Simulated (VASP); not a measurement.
Set up this calculation in VASP 6.6.1, as the native input.

```yaml
Task: single point
Functional: r2SCAN
Potentials_or_basis: VASP PAW PBE potentials, release 64 (Mo_sv, S)
Cutoff: 520 eV
k_mesh: 10 × 10 × 2
Occupations: fermi-dirac, width 0.05 eV
Spin: no spin polarisation
Dipole_correction: no
Further_INCAR_settings: ALGO = Normal; EDIFF = 1e-06; NBANDS = 20
```

The system is MoS2, a slab with vacuum.

```xyz
3
Lattice="3.1628 0.0000 0.0000 -1.5814 2.7390 0.0000 0.0000 0.0000 17.2183" Properties=species:S:1:pos:R:3 pbc="T T T"
Mo    0.0000    0.0000    0.0000
S     0.0000    1.8260   15.6773
S     0.0000    1.8260    1.5409
```

These files were run (other wordings do the same):

POSCAR

```
MoS2
1.0
    3.1627554646      0.0000000000      0.0000000000
   -1.5813777323      2.7390265783      0.0000000000
    0.0000000000      0.0000000000     17.2182568475
Mo S
1 2
Direct
    0.0000000000      0.0000000000      0.0000000000
    0.3333333333      0.6666666667      0.9105070200
    0.3333333333      0.6666666667      0.0894929800
```

INCAR.step1

```
SYSTEM = MoS2
  PREC = Accurate
  ENCUT = 520
  ISMEAR = -1
  SIGMA = 0.05
  LREAL = .False.
  LASPH = .True.
  NELM = 80
  NBANDS = 20
  GGA = PE
  ALGO = Normal
  EDIFF = 1E-4
  LWAVE = .True.
  LCHARG = .False.
```

INCAR.step2

```
SYSTEM = MoS2
  PREC = Accurate
  ENCUT = 520
  EDIFF = 1E-6
  ISMEAR = -1
  SIGMA = 0.05
  LREAL = .False.
  LASPH = .True.
  NELM = 80
  ALGO = Normal
  ISIF = 2
  LWAVE = .False.
  LCHARG = .False.
  METAGGA = R2SCAN
  LMIXTAU = .True.
  NBANDS = 20
  ISTART = 1
```

KPOINTS

```
regular mesh
0
Gamma
  10 10 2
  0 0 0
```

Potentials or basis: VASP PAW PBE potentials, release 64 (Mo_sv, S).

Launch:

```bash
$ cat potpaw_PBE.64/Mo_sv/POTCAR potpaw_PBE.64/S/POTCAR > POTCAR
$ cp INCAR.step1 INCAR
$ mpirun -np 1 vasp_std > vasp.out
$ cp INCAR.step2 INCAR
$ mpirun -np 1 vasp_std > vasp.out
```

It gave:

The largest force is 0.374 eV/Å. The band gap on the k mesh is 1.89 eV, indirect (least direct gap 2.10 eV).

Caveat: the PAW data sets were made with another functional, which shifts forces and pressure a little.

It took 4.1 min on 1 thread of Intel(R) Xeon(R) Platinum 8259CL CPU @ 2.50GHz (Skylake/Cascade Lake), with other jobs on the host, peak memory 0.32 GiB.
